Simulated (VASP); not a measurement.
**BN: single point with r2SCAN**

The system is BN.

```xyz
2
Lattice="0.0618 1.8076 1.8076 1.8076 0.0618 1.8076 1.8076 1.8076 0.0618" Properties=species:S:1:pos:R:3 pbc="T T T"
B     0.0000    0.0000    0.0000
N     1.8385    1.8385    1.8385
```

This cell differs from its parent crystal: strain along [111] +5.3%.

```json
{
  "Program": "VASP 6.6.1",
  "Task": "single point",
  "Functional": "r2SCAN",
  "Potentials or basis": "VASP PAW PBE potentials, release 64 (B, N)",
  "Cutoff": "520 eV",
  "k mesh": "12 × 12 × 12",
  "Occupations": "gaussian, width 0.01 eV",
  "Spin": "no spin polarisation",
  "Dipole correction": "no",
  "Further INCAR settings": "ALGO = Normal; EDIFF = 1e-06; NBANDS = 11"
}
```

```json
{"Pressure": "-17.6 GPa", "Band gap on the k mesh": "0.58 eV, indirect (least direct gap 5.52 eV)"}
```

Stress tensor (GPa, compression positive):
```
-17.58 -21.68 -21.68
-21.68 -17.58 -21.68
-21.68 -21.68 -17.58
```

Levels at points of the mesh, in eV from the valence-band top:
| k point | band 1 | band 2 | band 3 | band 4 | band 5 | band 6 | band 7 | band 8 | band 9 |
| --- | --- | --- | --- | --- | --- | --- | --- | --- | --- |
| (0.00, 0.00, 0.00) | -23.29 | -2.04 | -0.76 | -0.76 | 8.19 | 12.21 | 12.21 | 12.58 | 17.66 |
| (0.50, 0.00, 0.00) | -18.02 | -12.78 | -1.37 | -0.87 | 4.66 | 5.39 | 6.99 | 13.28 | 23.27 |
| (0.50, 0.50, 0.00) | -15.57 | -12.02 | -6.40 | -5.38 | 0.58 | 9.46 | 14.65 | 14.84 | 16.50 |
| (0.50, 0.50, 0.50) | -18.60 | -13.45 | -0.50 | -0.50 | 6.02 | 6.02 | 8.15 | 13.80 | 23.45 |

It took 66 s on 1 thread of Intel(R) Xeon(R) Platinum 8375C CPU @ 2.90GHz (Ice Lake) (shared host), peak memory 0.14 GiB.

Caveat: the cell differs from its parent crystal (strain along [111] +5.3%); the PAW data sets were made with another functional, which shifts forces and pressure a little. A k mesh can miss the band edges.
